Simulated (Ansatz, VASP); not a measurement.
**One calculation of Eu, two programs**

```
Eu
1.0
    -2.12112    2.12112    2.12112
     2.12112   -2.12112    2.12112
     2.12112    2.12112   -2.12112
Eu
1
Direct
  0.00000 0.00000 0.00000
```

Alike in both runs: functional PBEsol; k mesh 10 × 10 × 10; occupations fermi-dirac, width 0.05 eV; collinear spin.

Ansatz relaxed the structure, and its values are those at the end. VASP's run is a single point on that final structure, the one shown.

|  | VASP | Ansatz |
| --- | --- | --- |
| version | VASP 6.6.1 | Ansatz 0.2.0 |
| potentials or method | VASP PAW PBE potentials, release 64 (Eu), cutoff 520 eV | all-electron LAPW, scalar-relativistic |

```tsv
	VASP	Ansatz	Ansatz less VASP
pressure (GPa)	-0.3	0.0	+0.33
net moment per atom (μB)	7.25	7.25	+0.006
size of the moment on the site where the two differ most (μB)	6.66	7.05	+0.390
```

VASP's potentials were made for PBE, not for PBEsol. Site moments also hang on the region over which each program counts them. Ansatz ran all-electron here, and VASP with PAW potentials.

Spin-orbit coupling is off throughout.
